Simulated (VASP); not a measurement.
## LiSi16 (a cell with a defect): single point with PBE

The system is LiSi16 (a cell with a defect).

```
Si Li
1.0
     0.00000    5.43000    5.43000
     5.43000    0.00000    5.43000
     5.43000    5.43000    0.00000
Si Li
16 1
Direct
  0.99771 0.99757 0.99385
  0.12005 0.11991 0.12357
  0.99816 0.99800 0.49795
  0.12217 0.12201 0.62196
  0.98802 0.49938 0.99934
  0.11959 0.62317 0.12313
  0.99771 0.49390 0.49753
  0.12005 0.62361 0.61986
  0.49952 0.98788 0.99936
  0.62332 0.11945 0.12314
  0.49406 0.99757 0.49753
  0.62376 0.11992 0.61987
  0.49891 0.49876 0.99871
  0.62119 0.62106 0.12101
  0.49953 0.49940 0.48784
  0.62333 0.62319 0.61940
  0.37100 0.37087 0.87083
```

| Quantity | Value |
| --- | --- |
| Program | VASP 6.6.1 |
| Task | single point |
| Functional | PBE |
| Potentials or basis | VASP PAW PBE potentials, release 64 (Si, Li_sv) |
| Cutoff | 520 eV |
| k mesh | 2 × 2 × 2 |
| Occupations | gaussian, width 0.05 eV |
| Spin | collinear spin |
| Starting moments | [0.0, 0.0, 0.0, 0.0, 0.0, 0.0, 0.0, 0.0, 0.0, 0.0, 0.0, 0.0, 0.0, 0.0, 0.0, 0.0, 1.0] μB |
| Dipole correction | no |
| Further INCAR settings | LREAL = Auto; ALGO = Normal; EDIFF = 1e-07; NBANDS = 52 |

```json
{"Largest force": "0.019 eV/Å", "Net moment": "0.01 μB per cell", "Valence electrons inside the program's atomic spheres": "Si 1.70, 1.69, 1.71 (each value once); Li 2.12"}
```

Forces on the atoms (eV/Å):
```
Si  -0.002 -0.002  0.001
Si   0.000  0.000 -0.001
Si  -0.003 -0.004 -0.004
Si  -0.009 -0.010 -0.010
Si  -0.001 -0.004 -0.004
Si  -0.004  0.004  0.004
Si  -0.002  0.001 -0.002
Si   0.000 -0.001  0.000
Si  -0.004 -0.001 -0.004
Si   0.003 -0.003  0.004
Si   0.001 -0.002 -0.002
Si  -0.001  0.000  0.000
Si   0.012  0.011  0.011
Si   0.003  0.004  0.004
Si  -0.004 -0.004 -0.001
Si   0.003  0.004 -0.003
Li   0.007  0.007  0.007
```

Levels at points of the mesh, in eV from the Fermi level:
Spin up:
```
           k point  band 31  band 32  band 33  band 34  band 35  band 36
(0.00, 0.00, 0.00)    -0.67    -0.67    -0.67    -0.07    -0.07    -0.07
(0.50, 0.00, 0.00)    -1.48    -1.40    -1.40     0.51     0.70     0.70
(0.00, 0.50, 0.00)    -1.48    -1.40    -1.40     0.51     0.70     0.70
(0.50, 0.50, 0.50)    -1.48    -1.40    -1.40     0.51     0.69     0.69
(0.50, 0.50, 0.00)    -2.05    -1.97    -1.94     0.37     0.43     1.49
(0.00, 0.50, 0.50)    -2.05    -1.97    -1.94     0.37     0.43     1.49
```
Spin down:
```tsv
k point	band 31	band 32	band 33	band 34	band 35	band 36
(0.00, 0.00, 0.00)	-0.67	-0.67	-0.67	-0.07	-0.07	-0.07
(0.50, 0.00, 0.00)	-1.48	-1.40	-1.40	0.51	0.70	0.70
(0.00, 0.50, 0.00)	-1.48	-1.40	-1.40	0.51	0.70	0.70
(0.50, 0.50, 0.50)	-1.48	-1.40	-1.40	0.52	0.69	0.69
(0.50, 0.50, 0.00)	-2.05	-1.97	-1.94	0.37	0.43	1.49
(0.00, 0.50, 0.50)	-2.05	-1.97	-1.94	0.37	0.43	1.49
```

Run time: 6.1 min on 1 thread of Intel(R) Xeon(R) Platinum 8375C CPU @ 2.90GHz (Ice Lake) (shared host), peak memory 0.68 GiB.

Caveat: the k points lie up to 0.50 Å⁻¹ apart.
